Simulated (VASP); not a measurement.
# ZnCd5O6 (P2) in VASP: notebook, part 2 of 2

VASP 6.6.1.

## 3. Single point, PBE, collinear spin, ferromagnetic start

INCAR

```
ALGO = Normal
EDIFF = 1E-6
ENCUT = 520
GGA = PE
ISIF = 2
ISMEAR = 0
ISPIN = 2
LASPH = True
LCHARG = True
LELF = True
LORBIT = 11
LREAL = False
LVHAR = True
LWAVE = False
MAGMOM = 0 0 0 0 0 0 1 1 1 1 1 1
NBANDS = 70
NELM = 150
PREC = Accurate
SIGMA = 0.1
```

KPOINTS

```
k-points
0
Gamma
  6 4 2
```

POSCAR

```
ZnCd5O6
1.0
    3.3035777282      0.0000000000      0.0000000000
    0.0000000000      4.7893953410      0.0000000000
   -0.1519596678      0.0000000000      9.9484573964
Zn Cd O
1 5 6
Direct
    0.0000000000      0.9698572831      0.0000000000
    0.9824929454      0.9983673248      0.3283080913
    0.5000000000      0.4989998901      0.5000000000
    0.0175070546      0.9983673248      0.6716919087
    0.5031790001      0.4936543121      0.8391179297
    0.4968209999      0.4936543121      0.1608820703
    0.9818242146      0.5002019763      0.3321368408
    0.5000000000      0.9995730945      0.5000000000
    0.0181757854      0.5002019763      0.6678631592
    0.5524355184      0.0057953232      0.8514192766
    0.0000000000      0.5352680425      0.0000000000
    0.4475644816      0.0057953232      0.1485807234
```

Potentials or basis: VASP PAW PBE potentials, release 64 (Zn, Cd, O).

Run with:

```
$ cat potpaw_PBE.64/Zn/POTCAR potpaw_PBE.64/Cd/POTCAR potpaw_PBE.64/O/POTCAR > POTCAR
$ mpirun -np 1 vasp_std > vasp.out
```

OUTCAR:

```text
EDIFF = 1E-6
   ENCUT = 520
   GGA = PE
   ISIF = 2
   ISMEAR = 0
   ISPIN = 2
   LASPH = True
   LORBIT = 11
   LREAL = False
   NELM = 150
   PREC = Accurate

 ion  position               nearest neighbor table
   1  0.000  0.970  0.000-  11 2.08  10 2.08  12 2.08  10 2.37  12 2.37   5 3.22   6 3.22   6 3.26
                             5 3.26   4 3.27   2 3.27   6 3.39   5 3.39
   2  0.982  0.998  0.328-   8 2.35  12 2.38   7 2.39   8 2.40   7 2.40  12 2.50   1 3.27   6 3.30
                             6 3.33   3 3.36   3 3.36   6 3.37   3 3.39   3 3.39   6 3.40   4 3.42
   3  0.500  0.499  0.500-   7 2.32   9 2.32   9 2.37   7 2.37   8 2.39   8 2.40   2 3.36   4 3.36
                             4 3.36   2 3.36   5 3.37   6 3.37   2 3.39   4 3.39   4 3.39   2 3.39
   4  0.018  0.998  0.672-   8 2.35  10 2.38   9 2.39   8 2.40   9 2.40  10 2.50   1 3.27   5 3.30
                             5 3.33   3 3.36   3 3.36   5 3.37   3 3.39   3 3.39   5 3.40   2 3.42
   5  0.503  0.494  0.839-  11 2.28   9 2.32  11 2.33  10 2.35   9 2.43  10 2.46   6 3.20   1 3.22
                             1 3.26   4 3.30   4 3.33   4 3.37   3 3.37   1 3.39   4 3.40
   6  0.497  0.494  0.161-  11 2.28   7 2.32  11 2.33  12 2.35   7 2.43  12 2.46   5 3.20   1 3.22
                             1 3.26   2 3.30   2 3.33   2 3.37   3 3.37   1 3.39   2 3.40
   7  0.982  0.500  0.332-   6 2.32   3 2.32   3 2.37   2 2.39   2 2.40   6 2.43
   8  0.500  1.000  0.500-   2 2.35   4 2.35   3 2.39   3 2.40   4 2.40   2 2.40
   9  0.018  0.500  0.668-   5 2.32   3 2.32   3 2.37   4 2.39   4 2.40   5 2.43
  10  0.552  0.006  0.851-   1 2.08   5 2.35   1 2.37   4 2.38   5 2.46   4 2.50
[... 3575 lines left out ...]
      1.53478      2.36431      8.34793         0.065504      0.004951     -0.067323
      1.61684      2.36431      1.60053        -0.065504      0.004951      0.067323
      3.19306      2.39567      3.30425         0.071168     -0.004141     -0.062400
      1.57581      4.78735      4.97423        -0.000000      0.000449      0.000000
     -0.04144      2.39567      6.64421        -0.071168     -0.004141      0.062400
      1.69563      0.02776      8.47031         0.001990     -0.013042     -0.073854
      0.00000      2.56361      0.00000        -0.000000     -0.033475      0.000000
      1.45599      0.02776      1.47815        -0.001990     -0.013042      0.073854
 -----------------------------------------------------------------------------------
    total drift:                                0.000001      0.001995     -0.000014

  FREE ENERGIE OF THE ION-ELECTRON SYSTEM (eV)
  ---------------------------------------------------
  free  energy   TOTEN  =       -46.9655613657 eV

  energy  without entropy=      -46.9608345487  energy(sigma->0) =      -46.96319796

 total charge

# of ion       s       p       d       tot
------------------------------------------
    1        0.413   0.341   9.863  10.617
    2        0.332   0.233   9.639  10.204
    3        0.334   0.249   9.647  10.231
    4        0.332   0.233   9.639  10.204
    5        0.334   0.253   9.648  10.235
    6        0.334   0.253   9.648  10.235
    7        1.575   3.344   0.000   4.919
    8        1.575   3.341   0.000   4.915
    9        1.575   3.344   0.000   4.919
   10        1.572   3.342   0.000   4.914
   11        1.571   3.373   0.000   4.944
   12        1.572   3.342   0.000   4.914
--------------------------------------------------
tot         11.518  21.650  58.084  91.252

 magnetization (x)

# of ion       s       p       d       tot
------------------------------------------
    1        0.000   0.000  -0.000   0.000
    2        0.000   0.000  -0.000   0.000
    3        0.000   0.000  -0.000   0.000
    4        0.000   0.000  -0.000   0.000
    5        0.000   0.000  -0.000   0.000
    6        0.000   0.000  -0.000   0.000
    7       -0.000  -0.000   0.000  -0.000
    8        0.000  -0.000   0.000  -0.000
    9       -0.000  -0.000   0.000  -0.000
   10       -0.000  -0.000   0.000  -0.000
   11       -0.000  -0.000   0.000  -0.000
   12       -0.000  -0.000   0.000  -0.000
--------------------------------------------------
tot          0.000  -0.000  -0.000  -0.000
```

OSZICAR:

```text
N       E                     dE             d eps       ncg     rms          rms(c)
DAV:   1     0.118168141790E+04    0.11817E+04   -0.55098E+04  6720   0.174E+03
DAV:   2     0.814010357872E+02   -0.11003E+04   -0.10328E+04  6918   0.476E+02
DAV:   3    -0.506264444470E+02   -0.13203E+03   -0.12787E+03  7436   0.161E+02
DAV:   4    -0.556043169381E+02   -0.49779E+01   -0.49382E+01  7528   0.337E+01
DAV:   5    -0.556461109796E+02   -0.41794E-01   -0.41761E-01  7428   0.315E+00    0.277E+01
DAV:   6    -0.461202590210E+02    0.95259E+01   -0.33066E+01 10346   0.629E+01    0.193E+01
DAV:   7    -0.469449171972E+02   -0.82466E+00   -0.89107E+00  7120   0.161E+01    0.116E+01
DAV:   8    -0.470493077411E+02   -0.10439E+00   -0.19568E+00  7240   0.704E+00    0.365E+00
DAV:   9    -0.469756590773E+02    0.73649E-01   -0.26814E-01  7976   0.337E+00    0.141E+00
DAV:  10    -0.469649632597E+02    0.10696E-01   -0.87313E-02  7244   0.131E+00    0.541E-01
DAV:  11    -0.469652716265E+02   -0.30837E-03   -0.56057E-03  7488   0.422E-01    0.241E-01
DAV:  12    -0.469654158821E+02   -0.14426E-03   -0.12379E-03  7480   0.174E-01    0.806E-02
DAV:  13    -0.469655438413E+02   -0.12796E-03   -0.24926E-04  7334   0.726E-02    0.449E-02
DAV:  14    -0.469655611329E+02   -0.17292E-04   -0.29421E-05  7388   0.292E-02    0.153E-02
DAV:  15    -0.469655612151E+02   -0.82189E-07   -0.10574E-05  6866   0.158E-02    0.690E-03
DAV:  16    -0.469655613657E+02   -0.15057E-06   -0.93082E-07  4218   0.520E-03
   1 F= -.46965561E+02 E0= -.46963198E+02  d E =-.472682E-02  mag=     0.0002
```

stdout:

```text
POSCAR found type information on POSCAR ZnCdO
 POSCAR found :  3 types and      12 ions
 scaLAPACK will be used
 LDA part: xc-table for (Slater+PW92), standard interpolation
 POSCAR, INCAR and KPOINTS ok, starting setup
 FFT: planning ... GRIDC
 FFT: planning ... GRID_SOFT
 FFT: planning ... GRID
 WAVECAR not read
 entering main loop
```

Run time: 16 min. Hardware: 1 thread of Oxide Virtual Turin-like, shared host; peak memory 0.53 GiB.

What came out:

* Free energy: -46.9656 eV
* Pressure: 1.2 GPa
* Largest force: 0.111 eV/Å
* Band gap on the k mesh: zero (filled and empty bands overlap)
* Net moment: 0.00 μB per cell
* Valence electrons inside the program's atomic spheres: Zn 10.62; Cd 10.20, 10.23 (each value once); O 4.92, 4.91, 4.94 (each value once)

Forces in eV/Å, atoms in the order of the input:
```
Zn   0.000  0.054  0.000
Cd   0.067  0.001 -0.088
Cd   0.000  0.001  0.000
Cd  -0.067  0.001  0.088
Cd   0.066  0.005 -0.067
Cd  -0.066  0.005  0.067
O    0.071 -0.004 -0.062
O    0.000  0.000  0.000
O   -0.071 -0.004  0.062
O    0.002 -0.013 -0.074
O    0.000 -0.033  0.000
O   -0.002 -0.013  0.074
```

Levels at points of the mesh, in eV from the Fermi level:
Spin up:
```tsv
k point	band 52	band 53	band 54	band 55	band 56	band 57
(0.00, 0.00, 0.00)	-0.78	-0.62	-0.36	-0.34	2.94	3.08
(0.50, 0.00, 0.00)	-1.66	-0.33	-0.16	3.82	4.06	4.35
(0.00, 0.50, 0.00)	-0.42	-0.41	-0.25	3.07	3.22	3.90
(0.50, 0.50, 0.00)	-0.18	-0.15	-0.04	4.21	4.35	5.64
(0.00, 0.00, 0.50)	-0.98	-0.34	-0.14	0.98	1.12	4.29
(0.50, 0.00, 0.50)	-0.91	-0.85	-0.85	3.36	3.84	4.67
(0.00, 0.50, 0.50)	-0.22	-0.16	-0.04	3.41	3.44	3.47
(0.50, 0.50, 0.50)	-0.58	-0.44	-0.32	4.71	5.16	5.30
```
Spin down:
```tsv
k point	band 52	band 53	band 54	band 55	band 56	band 57
(0.00, 0.00, 0.00)	-0.78	-0.62	-0.36	-0.34	2.94	3.08
(0.50, 0.00, 0.00)	-1.66	-0.33	-0.16	3.82	4.06	4.35
(0.00, 0.50, 0.00)	-0.42	-0.41	-0.25	3.07	3.22	3.90
(0.50, 0.50, 0.00)	-0.18	-0.15	-0.04	4.21	4.35	5.64
(0.00, 0.00, 0.50)	-0.98	-0.34	-0.14	0.98	1.12	4.29
(0.50, 0.00, 0.50)	-0.91	-0.85	-0.85	3.37	3.84	4.67
(0.00, 0.50, 0.50)	-0.22	-0.16	-0.04	3.41	3.44	3.47
(0.50, 0.50, 0.50)	-0.58	-0.44	-0.32	4.71	5.16	5.30
```

Caveat: semilocal functionals underestimate gaps, so a narrow gap can read as zero.
